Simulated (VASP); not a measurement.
Crystal: Zr.

```xyz
1
Lattice="-1.8338 1.8338 1.8338 1.8338 -1.8338 1.8338 1.8338 1.8338 -1.8338" Properties=species:S:1:pos:R:3 pbc="T T T"
Zr    0.0000    0.0000    0.0000
```

Base run:

- Program: VASP 6.6.1
- Functional: r2SCAN
- Potentials or basis: VASP PAW PBE potentials, release 64 (Zr_sv)
- Cutoff: 550 eV
- k mesh: 10 × 10 × 10
- Occupations: fermi-dirac, width 0.05 eV
- Spin: no spin polarisation

Its results: band gap on the k mesh zero (band 6 reaches 9.39 eV, above the bottom of band 7 at 7.40 eV); pressure -5.6 GPa.

Problem. The run is repeated on the same cell with these changes: functional from r2SCAN to LDA; potentials or basis from VASP PAW PBE potentials, release 64 (Zr_sv) to VASP PAW LDA potentials, release 64 (Zr_sv); cutoff from 550 eV to 500 eV. What comes out?

Solution. Band gap on the k mesh zero (band 6 reaches 8.94 eV, above the bottom of band 7 at 7.21 eV); pressure -12.0 GPa.

Caveats: the PAW data sets were made with another functional, which shifts forces and pressure a little (some runs).
